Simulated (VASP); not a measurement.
A run of VASP 6.6.1:

The input INCAR:

```
PREC = Accurate
ENCUT = 520
EDIFF = 1E-8
ISMEAR = -1
SIGMA = 0.01
LREAL = False
LASPH = True
NELM = 120
ALGO = Normal
ISIF = 2
LWAVE = False
LCHARG = False
GGA = PE
LEFG = True
NELECT = 440.0
NBANDS = 250
GGA_COMPAT = False
KPAR = 2
NCORE = 2
```

KPOINTS

```
Automatic mesh
0
Gamma
  2 2 2
```

File POSCAR:

```
Cu32O15
1.0
    8.5200000000      0.0000000000      0.0000000000
    0.0000000000      8.5200000000      0.0000000000
    0.0000000000      0.0000000000      8.5200000000
Cu O
32 15
Direct
    0.1250000000      0.1250000000      0.1250000000
    0.1250000000      0.1250000000      0.6250000000
    0.1250000000      0.6250000000      0.1250000000
    0.1250000000      0.6250000000      0.6250000000
    0.6250000000      0.1250000000      0.1250000000
    0.6250000000      0.1250000000      0.6250000000
    0.6250000000      0.6250000000      0.1250000000
    0.6250000000      0.6250000000      0.6250000000
    0.1250000000      0.3750000000      0.3750000000
    0.1250000000      0.3750000000      0.8750000000
    0.1250000000      0.8750000000      0.3750000000
    0.1250000000      0.8750000000      0.8750000000
    0.6250000000      0.3750000000      0.3750000000
    0.6250000000      0.3750000000      0.8750000000
    0.6250000000      0.8750000000      0.3750000000
    0.6250000000      0.8750000000      0.8750000000
    0.3750000000      0.3750000000      0.1250000000
    0.3750000000      0.3750000000      0.6250000000
    0.3750000000      0.8750000000      0.1250000000
    0.3750000000      0.8750000000      0.6250000000
    0.8750000000      0.3750000000      0.1250000000
    0.8750000000      0.3750000000      0.6250000000
    0.8750000000      0.8750000000      0.1250000000
    0.8750000000      0.8750000000      0.6250000000
    0.3750000000      0.1250000000      0.3750000000
    0.3750000000      0.1250000000      0.8750000000
    0.3750000000      0.6250000000      0.3750000000
    0.3750000000      0.6250000000      0.8750000000
    0.8750000000      0.1250000000      0.3750000000
    0.8750000000      0.1250000000      0.8750000000
    0.8750000000      0.6250000000      0.3750000000
    0.8750000000      0.6250000000      0.8750000000
    0.0000000000      0.0000000000      0.5000000000
    0.0000000000      0.5000000000      0.0000000000
    0.0000000000      0.5000000000      0.5000000000
    0.5000000000      0.0000000000      0.0000000000
    0.5000000000      0.0000000000      0.5000000000
    0.5000000000      0.5000000000      0.0000000000
    0.5000000000      0.5000000000      0.5000000000
    0.2500000000      0.2500000000      0.2500000000
    0.2500000000      0.2500000000      0.7500000000
    0.2500000000      0.7500000000      0.2500000000
    0.2500000000      0.7500000000      0.7500000000
    0.7500000000      0.2500000000      0.2500000000
    0.7500000000      0.2500000000      0.7500000000
    0.7500000000      0.7500000000      0.2500000000
    0.7500000000      0.7500000000      0.7500000000
```

Potentials or basis: VASP PAW PBE potentials, release 64 (Cu, O).

Run with:

```bash
$ cat potpaw_PBE.64/Cu/POTCAR potpaw_PBE.64/O/POTCAR > POTCAR
$ mpirun -np 4 vasp_std > vasp.out
```

Hardware: 4 MPI ranks on AMD EPYC 7R43 64-Core Processor (Zen 3), on a shared host.

**Question.** How long does it take, and how much memory?

**Answer.** Run time: 11 min on 4 MPI ranks on AMD EPYC 7R43 64-Core Processor (Zen 3), on a shared host, peak memory 0.48 GiB a rank. Counts: scf iterations 27, k points 4.
